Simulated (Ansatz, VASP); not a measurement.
InP: VASP beside Ansatz

File INCAR:

```
  ALGO = Normal
  EDIFF = 1E-8
  ENCUT = 520
  GGA = PE
  ISIF = 2
  ISMEAR = -1
  LASPH = True
  LCHARG = False
  LEFG = True
  LREAL = False
  LWAVE = False
  NBANDS = 16
  NELM = 100
  PREC = Accurate
  SIGMA = 0.03
```

Contents of KPOINTS:

```
k-points
0
Gamma
  11 11 11
```

File POSCAR:

```
InP
1.0
    0.0000000000      2.8644851195      2.8644851195
    2.8644851195      0.0000000000      2.8644851195
    2.8644851195      2.8644851195      0.0000000000
In P
1 1
Direct
    0.0000000000      0.0000000000      0.0000000000
    0.5000000000      0.5000000000      0.5000000000
```

Input for Ansatz:

```yaml
crystal:
  lattice:
    - [0.0, 2.8644851195, 2.8644851195]
    - [2.8644851195, 0.0, 2.8644851195]
    - [2.8644851195, 2.8644851195, 0.0]
  atoms:
    - { symbol: In, position: [0.0, 0.0, 0.0] }
    - { symbol: P, position: [0.5, 0.5, 0.5] }
kpoints:
  mp_grid: { grid: [11, 11, 11] }
scf:
  occupations: { method: fermi_dirac, width: 0.03 }
hamiltonian:
  xc: pbe
  pseudopotentials: { kind: all_electron, datasets: crystal }
output:
  forces: true
  stress: true
  eigenvalues: true
  efg: { contact_densities: true }
```

Change from the starting cell: volume scaled by 1.01, crystal datasets.

Alike in both runs: task electric field gradients; functional PBE; k mesh 11 × 11 × 11; occupations fermi-dirac, width 0.03 eV; no spin polarisation.

|  | VASP | Ansatz |
| --- | --- | --- |
| version | VASP 6.6.1 | Ansatz 0.2.0 |
| potentials or method | VASP PAW PBE potentials, release 64 (In_d, P), cutoff 520 eV | all-electron PAW with datasets made for the crystal, scalar-relativistic |

```tsv
	VASP	Ansatz	Ansatz less VASP
pressure (GPa)	-5.8	-5.8	+0.03
```

Ansatz ran all-electron here, and VASP with PAW potentials.
